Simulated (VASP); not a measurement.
Input of a VASP 6.6.1 run:

Contents of INCAR:

```
SYSTEM = BiS
PREC = Accurate
ENCUT = 600
EDIFF = 1E-6
ISMEAR = 0
SIGMA = 0.1
LREAL = .FALSE.
LASPH = .TRUE.
NELM = 100
ALGO = Normal
ISIF = 3
LWAVE = .FALSE.
LCHARG = .FALSE.
GGA = PE
IBRION = 2
NSW = 100
EDIFFG = -0.01
```

Contents of KPOINTS:

```
regular mesh
0
G
  16 16 16
  0 0 0
```

Contents of POSCAR:

```
BiS
1.0
    3.5840968716      0.0000000000      0.0000000000
    0.0000000000      3.5840968716      0.0000000000
    0.0000000000      0.0000000000      3.5840968716
Bi S
1 1
Direct
    0.5000000000      0.5000000000      0.5000000000
    0.0000000000      0.0000000000      0.0000000000
```

Potentials or basis: VASP PAW PBE potentials, release 64 (Bi_d, S).

Command:

```bash
$ cat potpaw_PBE.64/Bi_d/POTCAR potpaw_PBE.64/S/POTCAR > POTCAR
$ mpirun -np 1 vasp_std > vasp.out
```

Question: Predict the relaxed cell.

Answer: a = 3.582 Å, b = 3.582 Å, c = 3.582 Å, α = 90.00°, β = 90.00°, γ = 90.00°.

Question: Estimate the band gap on the k mesh.

Answer: Zero (an odd number of electrons rules out a gap without spin polarisation).

Question: What does it give for the space group after relaxing (to 0.1 Å)?

Answer: Pm-3m (No. 221).

Question: Predict the relaxed volume.

Answer: 22.98 Å³/atom.

Final structure:
```yaml
crystal:
  lattice:
    - [3.58210, 0.00000, 0.00000]
    - [0.00000, 3.58210, 0.00000]
    - [0.00000, 0.00000, 3.58210]
  atoms:
    - { symbol: Bi, position: [0.50000, 0.50000, 0.50000] }
    - { symbol: S, position: [0.00000, 0.00000, 0.00000] }
```

Caveat: spin-orbit coupling is left out, which moves the levels of the heavy elements.
